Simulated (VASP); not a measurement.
# Cr (P6_3/mmc) in VASP: a series of runs, part 3 of 3

VASP 6.6.1. The steps go on from the part before.

## (4) Relaxation of cell and atoms, PBE

This run uses another cell than the first one, of 13.31 Å³/atom.

File INCAR:

```
SYSTEM = Cr
  ALGO = Normal
  EDIFF = 1E-7
  EDIFFG = -0.04
  ENCUT = 600
  GGA = PE
  IBRION = 2
  ISIF = 3
  ISMEAR = 0
  LASPH = .TRUE.
  LCHARG = .FALSE.
  LREAL = .FALSE.
  LWAVE = .FALSE.
  NELM = 80
  NSW = 90
  PREC = Accurate
  SIGMA = 0.1
```

File KPOINTS:

```
k-points
0
G
  6 6 4
  0 0 0
```

File POSCAR:

```
Cr
1.0
    3.3400679813      0.0000000000      0.0000000000
   -1.6700339906      2.8925837222      0.0000000000
    0.0000000000      0.0000000000      5.5111121691
Cr
4
Direct
    0.3333333333      0.6666666667      0.4375000000
    0.6666666667      0.3333333333      0.9375000000
    0.6666666667      0.3333333333      0.5625000000
    0.3333333333      0.6666666667      0.0625000000
```

Potentials or basis: VASP PAW PBE potentials, release 64 (Cr_pv).

Run with:

```console
$ cat potpaw_PBE.64/Cr_pv/POTCAR > POTCAR
$ mpirun -np 1 vasp_std > vasp.out
```

OUTCAR:

```text
SYSTEM = Cr
   EDIFF = 1E-7
   EDIFFG = -0.04
   ENCUT = 600
   GGA = PE
   IBRION = 2
   ISIF = 3
   ISMEAR = 0
   LASPH = .TRUE.
   LREAL = .FALSE.
   NELM = 80
   NSW = 90
   PREC = Accurate

 ion  position               nearest neighbor table
   1  0.333  0.667  0.438-   3 2.05   3 2.05   3 2.05   4 2.07
   2  0.667  0.333  0.938-   4 2.05   4 2.05   4 2.05   3 2.07
   3  0.667  0.333  0.562-   1 2.05   1 2.05   1 2.05   2 2.07
   4  0.333  0.667  0.062-   2 2.05   2 2.05   2 2.05   1 2.07

  LATTYP: Found a hexagonal cell.
 ALAT       =     3.3400679813
 C/A-ratio  =     1.6500000000

  Lattice vectors:

 A1 = (   3.3400679813,   0.0000000000,   0.0000000000)
 A2 = (  -1.6700339906,   2.8925837222,   0.0000000000)
 A3 = (   0.0000000000,   0.0000000000,   5.5111121691)

Analysis of symmetry for initial positions (statically):
=====================================================================
 Subroutine PRICEL returns:
 Original cell was already a primitive cell.

 Routine SETGRP: Setting up the symmetry group for a
 hexagonal supercell.

 Subroutine GETGRP returns: Found 24 space group operations
 (whereof 12 operations were pure point group operations)
 out of a pool of 24 trial point group operations.

The static configuration has the point symmetry D_3d.
 The point group associated with its full space group is D_6h.

Analysis of symmetry for dynamics (positions and initial velocities):
=====================================================================
 Subroutine PRICEL returns:
 Original cell was already a primitive cell.

 Routine SETGRP: Setting up the symmetry group for a
 hexagonal supercell.

 Subroutine GETGRP returns: Found 24 space group operations
 (whereof 12 operations were pure point group operations)
 out of a pool of 24 trial point group operations.

The dynamic configuration has the point symmetry D_3d.
 The point group associated with its full space group is D_6h.

 Subroutine INISYM returns: Found 24 space group operations
 (whereof 12 operations are pure point group operations),
 and found     1 'primitive' translations

----------------------------------------------------------------------------------------

                                     Primitive cell

  volume of cell :      53.2452

  direct lattice vectors                    reciprocal lattice vectors
     3.340067981  0.000000000  0.000000000     0.299395104  0.172855844  0.000000000
    -1.670033991  2.892583722  0.000000000     0.000000000  0.345711688  0.000000000
     0.000000000  0.000000000  5.511112169     0.000000000  0.000000000  0.181451578

  length of vectors
     3.340067981  3.340067981  5.511112169     0.345711688  0.345711688  0.181451578

  position of ions in fractional coordinates (direct lattice)
     0.333333333  0.666666667  0.437500000
     0.666666667  0.333333333  0.937500000
     0.666666667  0.333333333  0.562500000
     0.333333333  0.666666667  0.062500000

  ion indices of the primitive-cell ions
   primitive index   ion index
                 1           1
                 2           2
                 3           3
                 4           4

----------------------------------------------------------------------------------------

 KPOINTS: k-points

[... 51 lines left out ...]
   NGX,Y,Z   is equivalent  to a cutoff of  13.94, 13.94, 14.48 a.u.
   NGXF,Y,Z  is equivalent  to a cutoff of  27.87, 27.87, 28.96 a.u.
 SYSTEM =  Cr
   PREC   = accura    normal or accurate (medium, high low for compatibility)
   ISTART =      0    job   : 0-new  1-cont  2-samecut
   ICHARG =      2    charge: 1-file 2-atom 10-const
   ISPIN  =      1    spin polarized calculation?
   LNONCOLLINEAR =      F non collinear calculations
   LSORBIT =      F    spin-orbit coupling
   LASPH  =      T    aspherical Exc in radial PAW
   ENCUT  =  600.0 eV  44.10 Ry    6.64 a.u.   6.67  6.67 11.01*2*pi/ulx,y,z
   NELM   =     80;   NELMIN=  2; NELMDL= -5     # of ELM steps
   EDIFF  = 0.1E-06   stopping-criterion for ELM
   LREAL  =      F    real-space projection
   EDIFFG = -.4E-01   stopping-criterion for IOM
   NSW    =     90    number of steps for IOM
   IBRION =      2    ionic relax: 0-MD 1-quasi-New 2-CG
   NFREE  =      1    steps in history (QN), initial steepest desc. (CG)
   ISIF   =      3    stress and relaxation
   ISYM   =      2    0-nonsym 1-usesym 2-fastsym
   POTIM  = 0.5000    time-step for ionic-motion
   TEBEG  =    0.0;   TEEND  =   0.0 temperature during run
   PSTRESS=    0.0 pullay stress
   NELECT =      48.0000    total number of electrons
   NUPDOWN=      -1.0000    fix difference up-down
   EMIN   =  10.00;   EMAX   =-10.00  energy-range for DOS
   EFERMI =   0.00;   METHOD = LEGACY
   ISMEAR =     0;   SIGMA  =   0.10  broadening in eV -4-tet -1-fermi 0-gaus
   EFERMI_NEDOS =   21; number of points for ismear=-14 and -15
   IALGO  =     38    algorithm
   IMIX   =      4    mixing-type and parameters
     AMIX     =   0.40;   BMIX     =  1.00
     AMIX_MAG =   1.60;   BMIX_MAG =  1.00
  volume/ion in A,a.u.               =      13.31        89.83
  Fermi-wavevector in a.u.,A,eV,Ry     =   1.581473  2.988550 34.028939  2.501056
  Thomas-Fermi vector in A             =   2.681543
   LORBIT       =      0    0 simple, 1 ext, 2 COOP (PROOUT), +10 PAW based schemes
   GGA     = PE    functional components
   LHFCALC =     F    Hartree Fock is set to
   AEXX    =    0.0000 exact exchange contribution
   IVDW    =     0    specifies the selected vdW correction
   LEPSILON=     F    determine dielectric tensor
   LRPA    =     F    only Hartree local field effects (RPA)
 conjugate gradient relaxation of ions
 non-spin polarized calculation
 Gauss-broadening in eV      SIGMA  =   0.10
  energy-cutoff  :      600.00
  volume of cell :       53.25
 maximum number of plane-waves:      1810
 NGX is ok and might be reduce to    28
   NGX = 13   NGY = 13   NGZ = 23

--------------------------------------- Ionic step        1  -------------------------------------------

 number of electron      47.9999994 magnetization

 Free energy of the ion-electron system (eV)
  ---------------------------------------------------
  ext. energy  EPLUGINS =         0.00000000
  ---------------------------------------------------
  free energy    TOTEN  =       -28.51882735 eV

  energy without entropy =      -28.49449974  energy(sigma->0) =      -28.50666354

------------------------ aborting loop because EDIFF is reached ----------------------------------------

  FORCE on cell =-STRESS in cart. coord.  units (eV):
  Direction    XX          YY          ZZ          XY          YZ          ZX
  --------------------------------------------------------------------------------------
  -------------------------------------------------------------------------------------
  Total       11.8066152     11.8066152     11.8965613      0.0000000      0.0000000      0.0000000
  in kB      355.2675131    355.2675132    357.9740415      0.0000000      0.0000000      0.0000000
  external PRESSURE =     356.1696893 kB  Pullay stress =       0.0000000 kB
[... 95 lines left out ...]
  FREE ENERGIE OF THE ION-ELECTRON SYSTEM (eV)
  ---------------------------------------------------
  free  energy   TOTEN  =       -29.7344100203 eV

  energy  without entropy=      -29.6918806788  energy(sigma->0) =      -29.71314535

 E-fermi :   9.9125     XC(G=0): -13.1224

 val. band max:        9.8726154028   @ k =   0.1667   0.0000   0.2500
 cond. band min:       9.9169136340   @ k =   0.3333   0.3333   0.0000
 fundamental gap:      0.0442982312
 Fermi energy:         9.9125189736

 k-point     1 :       0.0000    0.0000    0.0000
  band No.  band energies     occupation
      1     -33.7202      2.00000
      2     -33.0157      2.00000
      3     -32.9156      2.00000
      4     -32.8073      2.00000
      5     -32.8073      2.00000
      6     -32.7198      2.00000
[... 640 lines left out ...]
     27      10.8463      0.00000
     28      10.8463      0.00000

[... ionic steps 4 to 30 ...]

--------------------------------------- Ionic step       31  -------------------------------------------

 number of electron      48.0000082 magnetization

------------------------ aborting loop because EDIFF is reached ----------------------------------------
[... 71 lines left out ...]
--------------------------------------- Ionic step       33  -------------------------------------------

 number of electron      48.0000083 magnetization

 Free energy of the ion-electron system (eV)
  ---------------------------------------------------
  ext. energy  EPLUGINS =         0.00000000
  ---------------------------------------------------
  free energy    TOTEN  =       -35.45107076 eV

  energy without entropy =      -35.41894179  energy(sigma->0) =      -35.43500628

 E-fermi :  10.2953     XC(G=0): -13.3295

 val. band max:       10.2868486536   @ k =   0.3333   0.0000   0.2500
 cond. band min:      10.3046040593   @ k =   0.3333   0.1667   0.0000
 fundamental gap:      0.0177554056
 Fermi energy:        10.2953383805

 k-point     1 :       0.0000    0.0000    0.0000
  band No.  band energies     occupation
      1     -33.4065      2.00000
      2     -32.9162      2.00000
      3     -32.3251      2.00000
      4     -32.3068      2.00000
      5     -32.3068      2.00000
      6     -32.2256      2.00000
[... 671 lines left out ...]
  FREE ENERGIE OF THE ION-ELECTRON SYSTEM (eV)
  ---------------------------------------------------
  free  energy   TOTEN  =       -35.4510707618 eV

  energy  without entropy=      -35.4189417889  energy(sigma->0) =      -35.43500628

 reached required accuracy - stopping structural energy minimisation
```

OSZICAR:

```text
N       E                     dE             d eps       ncg     rms          rms(c)
DAV:   1     0.668521826089E+03    0.66852E+03   -0.31207E+04  1176   0.236E+03
DAV:   2     0.833277948225E+01   -0.66019E+03   -0.64683E+03  1176   0.667E+02
DAV:   3    -0.283505227787E+02   -0.36683E+02   -0.34574E+02  1608   0.168E+02
DAV:   4    -0.295981472860E+02   -0.12476E+01   -0.12177E+01  1444   0.288E+01
[... 427 lines left out ...]
DAV:   5    -0.354510727500E+02    0.90691E-05   -0.29948E-05  1580   0.390E-02    0.132E-02
DAV:   6    -0.354510714794E+02    0.12706E-05   -0.51028E-06  1504   0.182E-02    0.522E-03
DAV:   7    -0.354510709111E+02    0.56830E-06   -0.54036E-07  1164   0.743E-03    0.153E-03
DAV:   8    -0.354510707064E+02    0.20477E-06   -0.56445E-08   644   0.244E-03    0.429E-04
DAV:   9    -0.354510707618E+02   -0.55426E-07   -0.16492E-08   612   0.142E-03
  33 F= -.35451071E+02 E0= -.35435006E+02  d E =-.312169E-03
```

Wall time 15 min (1 thread of Intel Xeon Platinum 8488C (Sapphire Rapids), shared host); peak memory 0.19 GiB.

Results:

```
Free energy                           : -35.4511 eV
Relaxed volume                        : 12.09 Å³/atom
Relaxed cell                          : a = 2.608 Å, b = 2.608 Å, c = 8.211 Å, α = 90.00°, β = 90.00°, γ = 120.00°
Space group after relaxing (to 0.1 Å) : P6_3/mmc (No. 194)
Energy gained by relaxing             : 1733.1 meV/atom
Ionic steps                           : 33
Pressure after relaxing               : 0.2 GPa
Largest force after relaxing          : 0.005 eV/Å
```

Forces in eV/Å, atoms in the order of the input:
```
Cr   0.000  0.000  0.005
Cr   0.000  0.000  0.005
Cr   0.000  0.000 -0.005
Cr   0.000  0.000 -0.005
```

Step by step:
| step | energy change (eV) | largest force (eV/Å) | pressure (GPa) | volume (Å³) |
| --- | --- | --- | --- | --- |
| 1 | 0.0000 | 0.7163 | 35.62 | 53.25 |
| 2 | -0.5384 | 0.1992 | -14.39 | 79.46 |
| 3 | -1.2156 | 0.4318 | -0.57 | 66.37 |
| 4 | -1.2155 | 0.4372 | -0.11 | 66.08 |
| 5 | -1.2685 | 0.4605 | -0.34 | 66.02 |
| 6 | -1.4931 | 0.4479 | -1.51 | 65.77 |
| 7 | -2.1416 | 0.3337 | -4.53 | 65.08 |
| 8 | -2.3512 | 6.0659 | 7.71 | 62.94 |
| 9 | -2.4533 | 1.1574 | -3.25 | 64.41 |
| 10 | -2.6387 | 2.7017 | 0.57 | 63.72 |
| 11 | -2.6324 | 3.1068 | 1.49 | 63.61 |
| 12 | -2.8303 | 2.6624 | -0.84 | 63.65 |
| 13 | -3.3187 | 1.6002 | -7.06 | 63.74 |
| 14 | -3.9771 | 0.3244 | -15.94 | 63.84 |
| 15 | -4.7767 | 0.5346 | -25.44 | 63.71 |
| 16 | -5.4877 | 0.6407 | -26.73 | 62.23 |
| 17 | -6.1316 | 0.0039 | -9.95 | 56.00 |
| 18 | -6.1407 | 0.1241 | -7.38 | 55.33 |
| 19 | -6.3042 | 0.4633 | -5.23 | 54.58 |
| 20 | -6.3997 | 0.8741 | -2.32 | 53.60 |
| 21 | -6.4065 | 0.9930 | -1.20 | 53.26 |
| 22 | -6.4898 | 1.0369 | -1.85 | 52.63 |
| 23 | -6.7147 | 0.5657 | -1.64 | 50.79 |
| 24 | -6.1974 | 1.2371 | 18.84 | 47.16 |
| 25 | -6.7132 | 0.4854 | -0.43 | 50.41 |
| 26 | -6.8138 | 0.1263 | -1.48 | 49.85 |
| 27 | -6.8689 | 0.2714 | -1.46 | 49.37 |
| 28 | -6.9305 | 0.1066 | 0.28 | 48.36 |
| 29 | -6.9306 | 0.0253 | 0.75 | 48.19 |
| 30 | -6.9311 | 0.0663 | 0.66 | 48.27 |
| 31 | -6.9319 | 0.0029 | -0.57 | 48.51 |
| 32 | -6.9319 | 0.0186 | -0.30 | 48.45 |
| 33 | -6.9322 | 0.0050 | 0.16 | 48.37 |

Final structure:
```xyz
4
Lattice="2.6082 0.0000 0.0000 -1.3041 2.2587 0.0000 0.0000 0.0000 8.2109" Properties=species:S:1:pos:R:3 pbc="T T T"
Cr    0.0000    1.5058    3.1129
Cr    1.3041    0.7529    7.2184
Cr    1.3041    0.7529    5.0980
Cr    0.0000    1.5058    0.9925
```

Levels at points of the mesh, in eV from the Fermi level:
```tsv
k point	band 22	band 23	band 24	band 25	band 26	band 27
(0.00, 0.00, 0.00)	-0.71	-0.19	-0.19	0.02	0.02	0.35
(0.50, 0.00, 0.00)	-1.08	0.25	0.54	0.61	1.03	2.22
(0.00, 0.00, 0.50)	-0.58	-0.34	-0.34	-0.34	-0.34	0.53
(0.50, 0.00, 0.50)	-0.64	-0.15	-0.15	1.24	1.24	2.01
```

Caveat: the k points lie up to 0.46 Å⁻¹ apart in the final cell; the highest band is partly filled, so the run has too few bands; a cell axis changed by over 15 % at a fixed basis, so the end point is rough; the run has no spin polarisation, though such a crystal can be magnetic.

## (5) Relaxation of cell and atoms, PBE

File INCAR:

```
PREC = Accurate
ENCUT = 600
EDIFF = 1E-7
ISMEAR = 0
SIGMA = 0.1
LREAL = F
LASPH = T
NELM = 80
ALGO = Normal
ISIF = 3
LWAVE = F
LCHARG = F
GGA = PE
IBRION = 2
NSW = 90
EDIFFG = -0.04
```

File KPOINTS:

```
Automatic mesh
0
Gamma
  9 9 2
```

File POSCAR:

```
Cr
1.0
    2.6071718112      0.0000000000      0.0000000000
   -1.3035859056      2.2578770205      0.0000000000
    0.0000000000      0.0000000000      8.2427905845
Cr
4
Direct
    0.3333333333      0.6666666667      0.3778532147
    0.6666666667      0.3333333333      0.8778532147
    0.6666666667      0.3333333333      0.6221467853
    0.3333333333      0.6666666667      0.1221467853
```

Run with:

```console
$ cat potpaw_PBE.64/Cr_pv/POTCAR > POTCAR
$ mpirun -np 1 vasp_std > vasp.out
```

Run time: 68 s. Hardware: 1 thread of Intel Xeon Platinum 8488C (Sapphire Rapids), shared host; peak memory 0.2 GiB.

Results (log left out):

* Free energy: -35.4728 eV
* Relaxed volume: 12.16 Å³/atom
* Relaxed cell: a = 2.607 Å, b = 2.607 Å, c = 8.265 Å, α = 90.00°, β = 90.00°, γ = 120.00°
* Space group after relaxing (to 0.1 Å): P6_3/mmc (No. 194)
* Energy gained by relaxing: 0.1 meV/atom
* Ionic steps: 2
* Pressure after relaxing: -0.4 GPa
* Largest force after relaxing: 0.011 eV/Å

Forces on the atoms (eV/Å):
```
Cr   0.000  0.000  0.011
Cr   0.000  0.000  0.011
Cr   0.000  0.000 -0.011
Cr   0.000  0.000 -0.011
```

Stress tensor (GPa, compression positive):
```
-0.49  0.00  0.00
 0.00 -0.49  0.00
 0.00  0.00 -0.17
```

Step by step:
```csv
step,energy change (eV),largest force (eV/Å),pressure (GPa),volume (Å³)
1,0.0000,0.0377,0.23,48.52
2,-0.0004,0.0114,-0.38,48.65
```

Final structure:
```
Cr
1.0
     2.60697    0.00000    0.00000
    -1.30349    2.25770    0.00000
     0.00000    0.00000    8.26500
Cr
4
Direct
  0.33333 0.66667 0.37807
  0.66667 0.33333 0.87807
  0.66667 0.33333 0.62193
  0.33333 0.66667 0.12193
```

Levels at points of the mesh, in eV from the Fermi level:
```
           k point  band 21  band 22  band 23  band 24  band 25  band 26  band 27  band 28
(0.00, 0.00, 0.00)    -0.75    -0.75    -0.25    -0.25    -0.04    -0.04     0.24     0.24
(0.00, 0.00, 0.50)    -0.65    -0.65    -0.39    -0.39    -0.39    -0.39     0.35     0.35
```

Caveat: the k points lie up to 0.38 Å⁻¹ apart in the final cell; the highest band is partly filled, so the run has too few bands; the run has no spin polarisation, though such a crystal can be magnetic. Spin polarisation is off, so any magnetic state and its effect on volume and gap are missing.

## (6) The runs side by side

| task | cell | k mesh | cutoff (eV) | gap on the mesh (eV) | pressure (GPa) | relaxed volume (Å³/atom) | largest force (eV/Å) |
| --- | --- | --- | --- | --- | --- | --- | --- |
| single point | a = 2.607, b = 2.607, c = 8.243 Å, angles 90.0, 90.0, 120.0°, 4 atoms, atomic positions A | 6 × 6 × 4 | 520 | none | 0.0 | - | 0.13 |
| single point | a = 2.613, b = 2.613, c = 8.221 Å, angles 90.0, 90.0, 120.0°, 4 atoms, atomic positions B | 9 × 9 × 2 | 520 | none | 0.1 | - | 0.10 |
| relaxation of cell and atoms | relaxed from a = 3.340, b = 3.340, c = 5.511 Å, angles 90.0, 90.0, 120.0°, 4 atoms, atomic positions C | 6 × 6 × 4 | 600 | - | 0.2 | 12.09 | 0.01 |
| relaxation of cell and atoms | relaxed from a = 2.607, b = 2.607, c = 8.243 Å, angles 90.0, 90.0, 120.0°, 4 atoms, atomic positions A | 9 × 9 × 2 | 600 | - | -0.4 | 12.16 | 0.01 |

Alike in all rows: level PBE; potentials or basis VASP PAW PBE potentials, release 64 (Cr_pv); no spin polarisation; smearing gaussian 0.1 eV.

Caveats: all runs use coarse meshes; the run has no spin polarisation, though such a crystal can be magnetic; the highest band is partly filled, so the run has too few bands (at least some runs); a cell axis changed by over 15 % at a fixed basis, so the end point is rough (at least some runs).

Total energies depend on the potentials used, so only differences within one code and one set of settings carry meaning.

The gap in the log of VASP goes by the Fermi energy; the results here count the filled bands.